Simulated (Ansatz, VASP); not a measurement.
**One calculation of AlCr3Ga4, two programs**

File INCAR:

```
ALGO = Normal
EDIFF = 1E-6
ENCUT = 520
GGA = PE
ISIF = 2
ISMEAR = -1
LASPH = T
LCHARG = F
LREAL = F
LWAVE = F
NBANDS = 56
NELM = 80
PREC = Accurate
SIGMA = 0.1
```

The input KPOINTS:

```
k-points
0
Gamma
  5 2 5
```

The input POSCAR:

```
AlCr3Ga4
1.0
    3.4456460000      0.0000000000      0.0000000000
    0.0000000000      9.2616180000      0.0000000000
    0.0000000000      0.0000000000      3.4225200000
Cr Al Ga
3 1 4
Direct
    0.0000000000      0.3120000000      0.0000000000
    0.0000000000      0.6880000000      0.0000000000
    0.5000000000      0.0000000000      0.0000000000
    0.5000000000      0.5000000000      0.5000000000
    0.5000000000      0.2120000000      0.5000000000
    0.5000000000      0.7880000000      0.5000000000
    0.0000000000      0.1060000000      0.5000000000
    0.0000000000      0.8940000000      0.5000000000
```

Input for Ansatz:

```yaml
crystal:
  lattice:
    - [3.445646, 0.0, 0.0]
    - [0.0, 9.261618, 0.0]
    - [0.0, 0.0, 3.42252]
  atoms:
    - { symbol: Cr, position: [0.0, 0.312, 0.0] }
    - { symbol: Cr, position: [0.0, 0.688, 0.0] }
    - { symbol: Al, position: [0.5, 0.5, 0.5] }
    - { symbol: Ga, position: [0.5, 0.212, 0.5] }
    - { symbol: Ga, position: [0.5, 0.788, 0.5] }
    - { symbol: Ga, position: [0.0, 0.106, 0.5] }
    - { symbol: Ga, position: [0.0, 0.894, 0.5] }
    - { symbol: Cr, position: [0.5, 0.0, 0.0] }
  symmetry: { tolerance: 0.0003 }
kpoints:
  mp_grid: { grid: [5, 2, 5], shift: [0, 0, 0] }
magnetization:
  spin_polarized: false
scf:
  occupations: { method: fermi_dirac }
  initial_density: { chi_scale: 0.1 }
hamiltonian:
  pseudopotentials: { kind: paw }
  xc: pbe
basis:
  ecutwfc: 420
output:
  forces: true
  stress: true
  eigenvalues: true
  write_density: true
  write_potential: true
  elf: true
  volumetric_format: npy
```

Alike in both runs: task single point; functional PBE; k mesh 5 × 2 × 5; no spin polarisation.

|  | VASP | Ansatz |
| --- | --- | --- |
| version | VASP 6.6.1 | Ansatz 0.2.0 |
| potentials or method | VASP PAW PBE potentials, release 64 (Cr_pv, Al, Ga_d), cutoff 520 eV | PAW plane waves |
| occupations | fermi-dirac, width 0.1 eV | fermi-dirac |
| valence electrons in the cell | 91 | 97 |

```csv
,VASP,Ansatz,Ansatz less VASP
gap on the k mesh at the Fermi level (eV),none,none,-
rms of the force components (eV/Å),2.510,2.440,-0.0703
```

A gap of «none» marks a metal or a gap that the smearing closes. VASP's potentials hold 91 valence electrons a cell and Ansatz's 97, so a difference there can come from the potentials and not from the codes.

The k mesh is coarse, so the values compare programs but aren't converged.
